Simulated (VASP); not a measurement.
Hf: single point with PBE

Hf:

```
Hf
1.0
     2.92462    0.00000    0.00000
     0.00000    2.92462    0.00000
     0.00000    0.00000    2.92462
Hf
1
Direct
  0.00000 0.00000 0.00000
```

This isn't the form of Hf at room conditions, which is hcp.

| Quantity | Value |
| --- | --- |
| Program | VASP 6.6.1 |
| Task | single point |
| Functional | PBE |
| Potentials or basis | VASP PAW PBE potentials, release 64 (Hf_pv) |
| Cutoff | 520 eV |
| k mesh | 6 × 6 × 6 |
| Occupations | gaussian, width 0.1 eV |
| Spin | no spin polarisation |
| Dipole correction | no |
| Further INCAR settings | ALGO = Normal; EDIFF = 1e-06; NBANDS = 11 |

- Pressure: -0.3 GPa
- Band gap on the k mesh: zero (bands 5 and 6 overlap by 2.11 eV)

Levels at points of the mesh, in eV from the Fermi level:
```
           k point  band 2  band 3  band 4  band 5  band 6  band 7  band 8  band 9
(0.00, 0.00, 0.00)  -30.00  -30.00   -6.42   -1.36   -1.36    6.41    6.41    6.41
(0.50, 0.00, 0.00)  -29.92  -29.92   -3.11   -0.48   -0.08    3.06    3.06    6.77
(0.50, 0.50, 0.00)  -30.77  -29.84   -2.75   -0.61    3.78    3.78    4.38    4.38
(0.50, 0.50, 0.50)  -30.66  -30.66   -1.21   -1.21   -1.21    6.93    8.83    8.83
```

Run time: 4.6 s on 1 thread of Intel(R) Xeon(R) Platinum 8259CL CPU @ 2.50GHz (Skylake/Cascade Lake) (shared host), peak memory 0.13 GiB.

Caveat: spin-orbit coupling is left out, which moves the levels of the heavy elements.
